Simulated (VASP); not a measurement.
# Ru (P6_3/mmc) in VASP: notebook

The runs below take Ru through single point, relaxation of cell and atoms, with revPBE, BLYP, r2SCAN, LDA, PBEsol.

All numbers are computed with VASP 6.6.1; they aren't measurements. Logs are shortened: lines on timing, memory, paths and dates and some standing lists are left out, and cuts for length are marked.

## 1. The cell of the first run

The structure is hexagonal, space group P6_3/mmc (No. 194). Conventional cell: a = 2.729 Å, b = 2.729 Å, c = 4.314 Å, α = 90.00°, β = 90.00°, γ = 120.00°. Within 3.5 Å of Ru (site symmetry -6m2) lie 12 Ru at 2.67 to 2.73 Å.

## 2. Single point, revPBE

Input file INCAR:

```
SYSTEM = Ru
  PREC = Accurate
  ENCUT = 520
  EDIFF = 1E-6
  ISMEAR = -1
  SIGMA = 0.05
  LREAL = .FALSE.
  LASPH = .TRUE.
  NELM = 80
  ALGO = Normal
  ISIF = 2
  LWAVE = .FALSE.
  LCHARG = .FALSE.
  GGA = RE
  NBANDS = 21
```

Input file KPOINTS:

```
regular mesh
0
G
  11 11 6
  0 0 0
```

Input file POSCAR:

```
Ru
1.0
    2.7289244075      0.0000000000      0.0000000000
   -1.3644622038      2.3633178619      0.0000000000
    0.0000000000      0.0000000000      4.3138703441
Ru
2
Direct
    0.6666666667      0.3333333333      0.7500000000
    0.3333333333      0.6666666667      0.2500000000
```

Potentials or basis: VASP PAW PBE potentials, release 64 (Ru_pv).

The run is started by

```sh
$ cat potpaw_PBE.64/Ru_pv/POTCAR > POTCAR
$ mpirun -np 1 vasp_std > vasp.out
```

OUTCAR:

```text
SYSTEM = Ru
   PREC = Accurate
   ENCUT = 520
   EDIFF = 1E-6
   ISMEAR = -1
   LREAL = .FALSE.
   LASPH = .TRUE.
   NELM = 80
   ISIF = 2
   GGA = RE

 ion  position               nearest neighbor table
   1  0.667  0.333  0.750-   2 2.67   2 2.67   2 2.67   2 2.67   2 2.67   2 2.67
   2  0.333  0.667  0.250-   1 2.67   1 2.67   1 2.67   1 2.67   1 2.67   1 2.67

  LATTYP: Found a hexagonal cell.
 ALAT       =     2.7289244075
 C/A-ratio  =     1.5807951046

  Lattice vectors:

 A1 = (   2.7289244075,   0.0000000000,   0.0000000000)
 A2 = (  -1.3644622038,   2.3633178619,   0.0000000000)
 A3 = (   0.0000000000,   0.0000000000,   4.3138703441)

Analysis of symmetry for initial positions (statically):
=====================================================================
 Subroutine PRICEL returns:
 Original cell was already a primitive cell.

 Routine SETGRP: Setting up the symmetry group for a
 hexagonal supercell.

 Subroutine GETGRP returns: Found 24 space group operations
 (whereof 12 operations were pure point group operations)
 out of a pool of 24 trial point group operations.

The static configuration has the point symmetry D_3d.
 The point group associated with its full space group is D_6h.

Analysis of symmetry for dynamics (positions and initial velocities):
=====================================================================
 Subroutine PRICEL returns:
 Original cell was already a primitive cell.

 Routine SETGRP: Setting up the symmetry group for a
 hexagonal supercell.

 Subroutine GETGRP returns: Found 24 space group operations
 (whereof 12 operations were pure point group operations)
 out of a pool of 24 trial point group operations.

The dynamic configuration has the point symmetry D_3d.
 The point group associated with its full space group is D_6h.

 Subroutine INISYM returns: Found 24 space group operations
 (whereof 12 operations are pure point group operations),
 and found     1 'primitive' translations

----------------------------------------------------------------------------------------

                                     Primitive cell

  volume of cell :      27.8215

  direct lattice vectors                    reciprocal lattice vectors
     2.728924408  0.000000000  0.000000000     0.366444742  0.211566970  0.000000000
    -1.364462204  2.363317862  0.000000000     0.000000000  0.423133941  0.000000000
     0.000000000  0.000000000  4.313870344     0.000000000  0.000000000  0.231810398

  length of vectors
     2.728924408  2.728924408  4.313870344     0.423133941  0.423133941  0.231810398

  position of ions in fractional coordinates (direct lattice)
     0.666666667  0.333333333  0.750000000
     0.333333333  0.666666667  0.250000000

  ion indices of the primitive-cell ions
   primitive index   ion index
                 1           1
                 2           2

----------------------------------------------------------------------------------------

 KPOINTS: regular mesh

Automatic generation of k-mesh.
 Grid dimensions read from file:
 generate k-points for:   11   11    6

 Generating k-lattice:

  Cartesian coordinates                     Fractional coordinates (reciprocal lattice)
     0.033313158  0.019233361  0.000000000     0.090909091  0.000000000  0.000000000
     0.000000000  0.038466722  0.000000000     0.000000000  0.090909091  0.000000000
     0.000000000  0.000000000  0.038635066     0.000000000  0.000000000  0.166666667

  Length of vectors
     0.038466722  0.038466722  0.038635066

  Shift w.r.t. Gamma in fractional coordinates (k-lattice)
     0.000000000  0.000000000  0.000000000

 Subroutine IBZKPT returns following result:
 ===========================================

 Found     64 irreducible k-points:

 Following reciprocal coordinates:
            Coordinates               Weight
  0.000000  0.000000  0.000000      1.000000
  0.090909 -0.000000  0.000000      6.000000
  0.181818  0.000000  0.000000      6.000000
  0.272727  0.000000  0.000000      6.000000
  0.363636  0.000000  0.000000      6.000000
  0.454545 -0.000000  0.000000      6.000000
[... 16 lines left out ...]
  0.090909  0.090909  0.166667     12.000000
  0.181818  0.090909  0.166667     24.000000
 [... further k-points ...]
   k-points           NKPTS =     64   k-points in BZ     NKDIM =     64   number of bands    NBANDS=     21
   number of dos      NEDOS =    301   number of ions     NIONS =      2
   total plane-waves  NPLWV =  12800
   dimension x,y,z NGX =    20 NGY =   20 NGZ =   32
   dimension x,y,z NGXF=    40 NGYF=   40 NGZF=   64
   ions per type =               2
   NGX,Y,Z   is equivalent  to a cutoff of  12.18, 12.18, 12.33 a.u.
   NGXF,Y,Z  is equivalent  to a cutoff of  24.37, 24.37, 24.66 a.u.
 SYSTEM =  Ru
   PREC   = accura    normal or accurate (medium, high low for compatibility)
   ISTART =      0    job   : 0-new  1-cont  2-samecut
   ICHARG =      2    charge: 1-file 2-atom 10-const
   ISPIN  =      1    spin polarized calculation?
   LNONCOLLINEAR =      F non collinear calculations
   LSORBIT =      F    spin-orbit coupling
   LASPH  =      T    aspherical Exc in radial PAW
   ENCUT  =  520.0 eV  38.22 Ry    6.18 a.u.   5.07  5.07  8.02*2*pi/ulx,y,z
   NELM   =     80;   NELMIN=  2; NELMDL= -5     # of ELM steps
   EDIFF  = 0.1E-05   stopping-criterion for ELM
   LREAL  =      F    real-space projection
   EDIFFG = 0.1E-04   stopping-criterion for IOM
   NSW    =      0    number of steps for IOM
   IBRION =     -1    ionic relax: 0-MD 1-quasi-New 2-CG
   NFREE  =      0    steps in history (QN), initial steepest desc. (CG)
   ISIF   =      2    stress and relaxation
   ISYM   =      2    0-nonsym 1-usesym 2-fastsym
   POTIM  = 0.5000    time-step for ionic-motion
   TEBEG  =    0.0;   TEEND  =   0.0 temperature during run
   PSTRESS=    0.0 pullay stress
   NELECT =      28.0000    total number of electrons
   NUPDOWN=      -1.0000    fix difference up-down
   EMIN   =  10.00;   EMAX   =-10.00  energy-range for DOS
   EFERMI =   0.00;   METHOD = LEGACY
   ISMEAR =    -1;   SIGMA  =   0.05  broadening in eV -4-tet -1-fermi 0-gaus
   EFERMI_NEDOS =   21; number of points for ismear=-14 and -15
   IALGO  =     38    algorithm
   IMIX   =      4    mixing-type and parameters
     AMIX     =   0.40;   BMIX     =  1.00
     AMIX_MAG =   1.60;   BMIX_MAG =  1.00
  volume/ion in A,a.u.               =      13.91        93.87
  Fermi-wavevector in a.u.,A,eV,Ry     =   1.640592  3.100269 36.620655  2.691542
  Thomas-Fermi vector in A             =   2.731204
   LORBIT       =      0    0 simple, 1 ext, 2 COOP (PROOUT), +10 PAW based schemes
   GGA     = RE    functional components
   LHFCALC =     F    Hartree Fock is set to
   AEXX    =    0.0000 exact exchange contribution
   IVDW    =     0    specifies the selected vdW correction
   LEPSILON=     F    determine dielectric tensor
   LRPA    =     F    only Hartree local field effects (RPA)
 non-spin polarized calculation
  energy-cutoff  :      520.00
  volume of cell :       27.82
 maximum number of plane-waves:       768
   NGX = 11   NGY = 11   NGZ = 17

 number of electron      28.0000014 magnetization

 Free energy of the ion-electron system (eV)
  ---------------------------------------------------
  ext. energy  EPLUGINS =         0.00000000
  ---------------------------------------------------
  free energy    TOTEN  =       -17.44670867 eV

  energy without entropy =      -17.42930774  energy(sigma->0) =      -17.43800821

 E-fermi :  12.3907     XC(G=0): -13.9155

 val. band max:       12.3683381933   @ k =   0.2727   0.0000   0.0000
 cond. band min:      12.4107672248   @ k =   0.3636   0.0909   0.3333
 fundamental gap:      0.0424290314
 Fermi energy:        12.3907123169

 k-point     1 :       0.0000    0.0000    0.0000
  band No.  band energies     occupation
      1     -31.1064      2.00000
      2     -30.2466      2.00000
      3     -30.2466      2.00000
      4     -30.0881      2.00000
      5     -30.0881      2.00000
      6     -30.0497      2.00000
[... 13 lines left out ...]
     20      22.9735      0.00000
     21      22.9766      0.00000

 k-point     2 :       0.0909   -0.0000    0.0000
  band No.  band energies     occupation
      1     -31.0806      2.00000
      2     -30.3008      2.00000
      3     -30.2649      2.00000
      4     -30.1446      2.00000
      5     -30.0956      2.00000
      6     -30.0619      2.00000
[... 13 lines left out ...]
     20      22.9736      0.00000
     21      22.9764      0.00000

 k-point     3 :       0.1818    0.0000    0.0000
  band No.  band energies     occupation
      1     -31.0072      2.00000
      2     -30.4463      2.00000
      3     -30.3123      2.00000
      4     -30.2929      2.00000
      5     -30.1173      2.00000
      6     -30.0984      2.00000
[... 13 lines left out ...]
     20      22.9736      0.00000
     21      22.9756      0.00000

 k-point     4 :       0.2727    0.0000    0.0000
  band No.  band energies     occupation
      1     -30.8985      2.00000
      2     -30.6372      2.00000
      3     -30.4800      2.00000
      4     -30.3718      2.00000
      5     -30.1587      2.00000
      6     -30.1478      2.00000
[... 13 lines left out ...]
     20      22.9736      0.00000
     21      22.9748      0.00000

 k-point     5 :       0.3636    0.0000    0.0000
  band No.  band energies     occupation
      1     -30.8124      2.00000
      2     -30.7758      2.00000
      3     -30.6456      2.00000
      4     -30.4245      2.00000
      5     -30.2366      2.00000
      6     -30.1772      2.00000
[... 13 lines left out ...]
     20      22.9679      0.00000
     21      22.9764      0.00000
[... 382 lines left out ...]
     20      22.9735      0.00000
     21      23.3013      0.00000

 k-point    22 :       0.4545   -0.0000    0.1667
  band No.  band energies     occupation
      1     -30.9701      2.00000
      2     -30.8015      2.00000
      3     -30.5847      2.00000
      4     -30.4380      2.00000
      5     -30.2837      2.00000
      6     -30.2129      2.00000
[... 13 lines left out ...]
     20      22.9732      0.00000
     21      22.9777      0.00000

 k-point    23 :       0.0909    0.0909    0.1667
  band No.  band energies     occupation
      1     -30.9787      2.00000
      2     -30.3703      2.00000
      3     -30.3287      2.00000
      4     -30.2586      2.00000
      5     -30.1311      2.00000
      6     -30.1102      2.00000
[... 13 lines left out ...]
     20      22.9735      0.00000
     21      23.8080      0.00000

 k-point    24 :       0.1818    0.0909    0.1667
  band No.  band energies     occupation
      1     -30.9146      2.00000
      2     -30.5160      2.00000
      3     -30.4716      2.00000
      4     -30.3305      2.00000
      5     -30.1728      2.00000
      6     -30.1423      2.00000
[... 13 lines left out ...]
     20      22.9735      0.00000
     21      23.9545      0.00000

 [... further k-points ...]

------------------------ aborting loop because EDIFF is reached ----------------------------------------

  FORCE on cell =-STRESS in cart. coord.  units (eV):
  Direction    XX          YY          ZZ          XY          YZ          ZX
  --------------------------------------------------------------------------------------
  -------------------------------------------------------------------------------------
  Total       -0.0145124     -0.0145124     -0.0113217      0.0000000      0.0000000     -0.0000000
  in kB       -0.8357388     -0.8357388     -0.6519933      0.0000000      0.0000000     -0.0000000
  external PRESSURE =      -0.7744903 kB  Pullay stress =       0.0000000 kB

 VOLUME and BASIS-vectors are now :
 -----------------------------------------------------------------------------
  energy-cutoff  :      520.00
  volume of cell :       27.82
      direct lattice vectors                 reciprocal lattice vectors
     2.728924408  0.000000000  0.000000000     0.366444742  0.211566970  0.000000000
    -1.364462204  2.363317862  0.000000000     0.000000000  0.423133941  0.000000000
     0.000000000  0.000000000  4.313870344     0.000000000  0.000000000  0.231810398

 POSITION                                       TOTAL-FORCE (eV/Angst)
 -----------------------------------------------------------------------------------
      1.36446      0.78777      3.23540        -0.000000      0.000000      0.000000
     -0.00000      1.57555      1.07847         0.000000      0.000000      0.000000
 -----------------------------------------------------------------------------------
    total drift:                               -0.000000      0.000000     -0.000000

  FREE ENERGIE OF THE ION-ELECTRON SYSTEM (eV)
  ---------------------------------------------------
  free  energy   TOTEN  =       -17.4467086729 eV

  energy  without entropy=      -17.4293077422  energy(sigma->0) =      -17.43800821
```

Run time: 51 s. Hardware: 1 thread of Intel Xeon 8259CL, shared host; peak memory 0.15 GiB.

Results:

```
Free energy            : -17.4467 eV
Pressure               : -0.1 GPa
Band gap on the k mesh : zero (bands 14 and 15 overlap by 2.95 eV)
```

Caveat: the PAW data sets were made with another functional, which shifts forces and pressure a little.

(Part 1 of 2 ends here.)
